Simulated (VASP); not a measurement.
Here is a VASP 6.6.1 calculation.

Contents of INCAR:

```
SYSTEM = Be
PREC = Accurate
ENCUT = 600
EDIFF = 1E-6
ISMEAR = 0
SIGMA = 0.1
LREAL = .False.
LASPH = .True.
NELM = 120
ALGO = Normal
ISIF = 2
LWAVE = .False.
LCHARG = .False.
GGA = PE
NBANDS = 9
GGA_COMPAT = .False.
```

The input KPOINTS:

```
Automatic mesh
0
Gamma
  12 12 6
  0 0 0
```

File POSCAR:

```
Be
1.0
    2.2853000000      0.0000000000      0.0000000000
   -1.1426500000      1.9791278553      0.0000000000
    0.0000000000      0.0000000000      3.5842000000
Be
2
Direct
    0.3333333333      0.6666666667      0.2500000000
    0.6666666667      0.3333333333      0.7500000000
```

Potentials or basis: VASP PAW PBE potentials, release 64 (Be).

Run with:

```bash
$ cat potpaw_PBE.64/Be/POTCAR > POTCAR
$ mpirun -np 1 vasp_std > vasp.out
```

**Question.** What does it give for the band gap on the k mesh?

**Answer.** Zero (band 2 reaches 7.61 eV, above the bottom of band 3 at 5.72 eV).

**Question.** What does it give for the pressure?

**Answer.** -2.8 GPa.

Stress tensor (GPa, compression positive):
```
-3.10  0.00  0.00
 0.00 -3.10  0.00
 0.00  0.00 -2.19
```
